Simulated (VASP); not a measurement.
A run of VASP 6.6.1 is set up as follows.

INCAR

```
ALGO = Normal
EDIFF = 1E-7
ENCUT = 520
GGA = PS
ISIF = 2
ISMEAR = -1
LASPH = True
LCHARG = False
LREAL = False
LWAVE = False
NBANDS = 20
NELM = 100
PREC = Accurate
SIGMA = 0.05
```

File KPOINTS:

```
k-points
0
Gamma
  10 10 10
```

POSCAR

```
MoS2
1.0
    1.4621111181      0.8441502476      5.3880278359
   -1.4621111181      0.8441502476      5.3880278359
    0.0000000000     -1.6883004952      5.3880278359
Mo S
1 2
Direct
    0.0000000000      0.0000000000      0.0000000000
    0.2323813419      0.2323813419      0.2323813419
    0.7676186581      0.7676186581      0.7676186581
```

Potentials or basis: VASP PAW PBE potentials, release 64 (Mo_sv, S).

Run with:

```console
$ cat potpaw_PBE.64/Mo_sv/POTCAR potpaw_PBE.64/S/POTCAR > POTCAR
$ mpirun -np 1 vasp_std > vasp.out
```

Question: Estimate the band gap on the k mesh.

Answer: Zero (bands 13 and 14 overlap by 0.52 eV).

Question: Estimate the largest force.

Answer: 0.020 eV/Å.

Question: Predict the pressure.

Answer: 30.1 GPa.

Forces on the atoms (eV/Å):
```
Mo   0.000  0.000  0.000
S    0.000  0.000  0.020
S    0.000  0.000 -0.020
```

Caveat: the cell stands under pressure; the PAW data sets were made with another functional, which shifts forces and pressure a little.
